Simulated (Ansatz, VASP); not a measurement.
Sn3PdO8: VASP beside Ansatz

Contents of INCAR:

```
ALGO = Normal
EDIFF = 1E-6
ENCUT = 520
GGA = PS
ISIF = 2
ISMEAR = 0
LASPH = True
LCHARG = False
LDAU = True
LDAUJ = 0 0 0
LDAUL = 2 -1 -1
LDAUPRINT = 1
LDAUTYPE = 2
LDAUU = 4 0 0
LMAXMIX = 4
LREAL = False
LWAVE = False
NBANDS = 62
NELM = 150
PREC = Accurate
SIGMA = 0.05
```

The input KPOINTS:

```
k-points
0
Gamma
  4 4 3
```

The input POSCAR:

```
Sn3PdO8
1.0
    4.7373500000      0.0000000000      0.0000000000
    0.0000000000      4.7373500000      0.0000000000
    0.0000000000      0.0000000000      6.3728000000
Pd Sn O
1 3 8
Direct
    0.0000000000      0.0000000000      1.0000000000
    0.0000000000      0.0000000000      0.5000000000
    0.5000000000      0.5000000000      0.2463965786
    0.5000000000      0.5000000000      0.7536034214
    0.3002803001      0.3002803001      1.0000000000
    0.3083640033      0.3083640033      0.5000000000
    0.1897046375      0.8102953625      0.2440860549
    0.1897046375      0.8102953625      0.7559139451
    0.6997196999      0.6997196999      1.0000000000
    0.6916359967      0.6916359967      0.5000000000
    0.8102953625      0.1897046375      0.2440860549
    0.8102953625      0.1897046375      0.7559139451
```

Input for Ansatz:

```yaml
crystal:
  lattice:
    - [4.73735, 0.0, 0.0]
    - [0.0, 4.73735, 0.0]
    - [0.0, 0.0, 6.3728]
  atoms:
    - { symbol: Pd, position: [0.0, 0.0, 1.0] }
    - { symbol: Sn, position: [0.0, 0.0, 0.5] }
    - { symbol: Sn, position: [0.5, 0.5, 0.2463965786] }
    - { symbol: Sn, position: [0.5, 0.5, 0.7536034214] }
    - { symbol: O, position: [0.3002803001, 0.3002803001, 1.0] }
    - { symbol: O, position: [0.3083640033, 0.3083640033, 0.5] }
    - { symbol: O, position: [0.1897046375, 0.8102953625, 0.2440860549] }
    - { symbol: O, position: [0.1897046375, 0.8102953625, 0.7559139451] }
    - { symbol: O, position: [0.6997196999, 0.6997196999, 1.0] }
    - { symbol: O, position: [0.6916359967, 0.6916359967, 0.5] }
    - { symbol: O, position: [0.8102953625, 0.1897046375, 0.2440860549] }
    - { symbol: O, position: [0.8102953625, 0.1897046375, 0.7559139451] }
basis:
  ecutwfc: 420
  ecutrho_ratio: 4
kpoints:
  mp_grid: { grid: [4, 4, 3] }
hamiltonian:
  xc: pbesol
  hubbard: { sites: [{ site: 0, l: d, u_eff: 4.0 }] }
scf:
  occupations: { method: gaussian, width: 0.05 }
  lower_state_search: "off"
  max_iter: 150
output:
  forces: true
  stress: true
  eigenvalues: true
  populations: true
  hubbard: { sites: [{ site: 0, l: d }] }
```

Alike in both runs: task single point; functional PBEsol; k mesh 4 × 4 × 3; occupations gaussian, width 0.05 eV; no spin polarisation; Hubbard terms Pd d U = 4.0 eV.

|  | VASP | Ansatz |
| --- | --- | --- |
| version | VASP 6.6.1 | Ansatz 0.2.0 |
| potentials or method | VASP PAW PBE potentials, release 64 (Pd, Sn_d, O), cutoff 520 eV | scalar-relativistic, plane waves, PAW |
| valence electrons in the cell | 100 | 108 |

```tsv
	VASP	Ansatz	Ansatz less VASP
gap on the k mesh at the Fermi level (eV)	0.70	0.73	+0.033
least direct gap on the mesh (eV)	0.73	0.74	+0.009
pressure (GPa)	-3.3	-2.1	+1.12
traceless stress, the component that is largest in VASP (GPa)	-1.10	-0.91	+0.197
rms of the force components (eV/Å)	0.140	0.025	-0.1147
```

VASP's potentials were made for PBE, not for PBEsol. The programs project onto different local orbitals, so the same U acts differently, and such runs can settle in different states. Atom by atom the forces differ by 0.164 eV/Å (rms over components). VASP's potentials hold 100 valence electrons a cell and Ansatz's 108, so a difference there can come from the potentials and not from the codes.
